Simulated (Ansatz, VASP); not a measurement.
HfO2: VASP beside Ansatz

```xyz
6
Lattice="4.8382 0.0000 0.0000 0.0000 4.8382 0.0000 0.0000 0.0000 3.2203" Properties=species:S:1:pos:R:3 pbc="T T T"
Hf    0.0000    0.0000    0.0000
Hf    2.4191    2.4191    1.6102
O     0.9431    3.8951    1.6102
O     1.4760    1.4760    0.0000
O     3.3622    3.3622    0.0000
O     3.8951    0.9431    1.6102
```

Alike in both runs: functional r2SCAN; k mesh 6 × 6 × 8; occupations gaussian, width 0.02 eV; no spin polarisation.

Ansatz relaxed the structure, and its values are those at the end. VASP's run is a single point on that final structure, the one shown.

|  | VASP | Ansatz |
| --- | --- | --- |
| version | VASP 6.6.1 | Ansatz 0.2.0 |
| potentials or method | VASP PAW PBE potentials, release 64 (Hf_pv, O), cutoff 520 eV | scalar-relativistic, plane waves, PAW |
| valence electrons in the cell | 44 | 76 |

```csv
,VASP,Ansatz,Ansatz less VASP
gap on the k mesh at the Fermi level (eV),4.47,4.53,+0.061
least direct gap on the mesh (eV),4.47,4.53,+0.061
pressure (GPa),-3.2,0.0,+3.20
rms of the force components (eV/Å),0.024,0.000,-0.0243
```

VASP's potentials were made for PBE, not for r2SCAN. With one functional, cell and mesh, what is left measures potentials, basis and numerics. VASP's potentials hold 44 valence electrons a cell and Ansatz's 76, so a difference there can come from the potentials and not from the codes.

Spin-orbit coupling is off throughout.
